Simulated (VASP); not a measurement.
Write the native input for VASP 6.6.1 that does the following.

```yaml
Task: single point
Functional: PBEsol
Dispersion: D3(BJ)
Potentials_or_basis: VASP PAW PBE potentials, release 64 (Mg, C)
Cutoff: 520 eV
k_mesh: 8 × 8 × 6
Occupations: gaussian, width 0.05 eV
Spin: no spin polarisation
Dipole_correction: no
Further_INCAR_settings: ALGO = Normal; EDIFF = 1e-07; NBANDS = 16
```

The structure of Mg2C3 lies in POSCAR:

```
Mg2C3
1.0
    2.4085291243     -2.3375932429      0.0009669161
    2.4085291243      2.3375932429      0.0009669161
   -1.2212965829      0.0000000000      4.8438250382
Mg C
2 3
Direct
    0.8093965787      0.8093965787      0.1992504495
    0.1906034213      0.1906034213      0.8007495505
    0.3005688021      0.3005688021      0.2632028876
    0.6994311979      0.6994311979      0.7367971124
    0.5000000000      0.5000000000      0.5000000000
```

The input as run:

INCAR

```
SYSTEM = Mg2C3
ALGO     = Normal         ! electronic algorithm
EDIFF    = 1E-7           ! SCF threshold, eV
ENCUT    = 520            ! plane-wave cutoff, eV
GGA      = PS             ! functional
ISIF     = 2              ! what is computed and relaxed
ISMEAR   = 0              ! smearing method
IVDW     = 12             ! dispersion correction
LASPH    = .TRUE.         ! aspherical terms in the spheres
LCHARG   = .FALSE.        ! write CHGCAR
LREAL    = .FALSE.        ! projectors in reciprocal space
LWAVE    = .FALSE.        ! write WAVECAR
NBANDS   = 16             ! bands
NELM     = 80             ! most SCF steps
PREC     = Accurate       ! precision mode
SIGMA    = 0.05           ! smearing width, eV
```

KPOINTS

```
k-points
0
G
  8 8 6
  0 0 0
```

Potentials or basis: VASP PAW PBE potentials, release 64 (Mg, C).

Command:

```sh
$ cat potpaw_PBE.64/Mg/POTCAR potpaw_PBE.64/C/POTCAR > POTCAR
$ mpirun -np 1 vasp_std > vasp.out
```

Results of the run:

The pressure is -4.3 GPa and the largest force is 0.074 eV/Å. The band gap on the k mesh is 1.69 eV (least direct gap 2.38 eV) and the dispersion energy per atom is -0.199 eV.

Caveat: the cell stands under tension; the PAW data sets were made with another functional, which shifts forces and pressure a little.

Wall time 2.5 min on 1 thread of Intel Xeon 8259CL (shared host), peak memory 0.25 GiB.
